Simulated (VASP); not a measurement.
# AgCl: single point with r2SCAN

AgCl:

```
Ag Cl
1.0
     0.00000    2.73155    2.85634
     2.73155    0.00000    2.85634
     2.73155    2.73155    0.00000
Ag Cl
1 1
Cartesian
  2.7316 2.7316 2.8563
  0.0000 0.0000 0.0000
```

This cell differs from its parent crystal: strain -0.015 along x and y, +0.030 along z.

* Program: VASP 6.6.1
* Task: single point
* Functional: r2SCAN
* Potentials or basis: VASP PAW PBE potentials, release 64 (Ag, Cl)
* Cutoff: 520 eV
* k mesh: 8 × 8 × 8
* Occupations: gaussian, width 0.05 eV
* Spin: no spin polarisation

```json
{"Pressure": "0.1 GPa", "Band gap on the k mesh": "1.28 eV (least direct gap 3.70 eV)"}
```

Stress tensor (GPa, compression positive):
```
 0.57  0.00  0.00
 0.00  0.57  0.00
 0.00  0.00 -0.74
```

Levels at points of the mesh, in eV from the valence-band top:
```tsv
k point	band 7	band 8	band 9	band 10	band 11	band 12
(0.00, 0.00, 0.00)	-2.55	-2.55	-2.52	1.28	11.12	11.24
(0.50, 0.00, 0.00)	-1.90	-0.30	0.00	4.54	7.04	7.91
(0.50, 0.50, 0.00)	-2.12	-2.12	-2.02	2.82	8.39	8.79
(0.50, 0.00, 0.50)	-2.14	-2.10	-1.99	2.76	8.11	9.24
```

Wall time 72 s on 1 thread of AMD EPYC 9R45 96-Core Processor (Zen 5) (shared host), peak memory 0.16 GiB.

Caveat: the cell differs from its parent crystal (strain -0.015 along x and y, +0.030 along z); the PAW data sets were made with another functional, which shifts forces and pressure a little. A k mesh can miss the band edges.
